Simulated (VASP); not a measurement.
Input of a VASP 6.6.1 run:

The input INCAR:

```
PREC = Accurate ; ENCUT = 600
EDIFF = 1E-7 ; ISMEAR = -1
SIGMA = 0.08 ; LREAL = F
LASPH = T ; NELM = 80
ALGO = Normal ; ISIF = 3
LWAVE = F ; LCHARG = F
GGA = PE ; IBRION = 2
NSW = 32 ; EDIFFG = -0.005
PSTRESS = 1900.0
```

File KPOINTS:

```
regular mesh
0
Gamma
  18 18 18
```

Contents of POSCAR:

```
MgO
1.0
    0.0000000000      1.8137152774      1.8137152774
    1.8137152774      0.0000000000      1.8137152774
    1.8137152774      1.8137152774      0.0000000000
Mg O
1 1
Direct
    0.0000000000      0.0000000000      0.0000000000
    0.5000000000      0.5000000000      0.5000000000
```

Potentials or basis: VASP PAW PBE potentials, release 64 (Mg, O).

Command:

```console
$ cat potpaw_PBE.64/Mg/POTCAR potpaw_PBE.64/O/POTCAR > POTCAR
$ mpirun -np 1 vasp_std > vasp.out
```

Question: Predict the space group after relaxing (to 0.05 Å).

Answer: Fm-3m (No. 225).

Question: What does it give for the relaxed cell?

Answer: a = 2.568 Å, b = 2.568 Å, c = 2.568 Å, α = 60.00°, β = 60.00°, γ = 60.00°.

Question: Estimate the relaxed volume.

Answer: 5.99 Å³/atom.

Step by step:
| step | energy change (eV) | largest force (eV/Å) | pressure (GPa) | volume (Å³) |
| --- | --- | --- | --- | --- |
| 1 | 0.0000 | 0.0000 | 192.99 | 11.93 |
| 2 | -0.2252 | 0.0000 | 180.22 | 12.13 |
| 3 | -0.0527 | 0.0000 | 190.00 | 11.98 |

Caveat: the cell is relaxed towards a set pressure, so the enthalpy falls and the energy may rise.
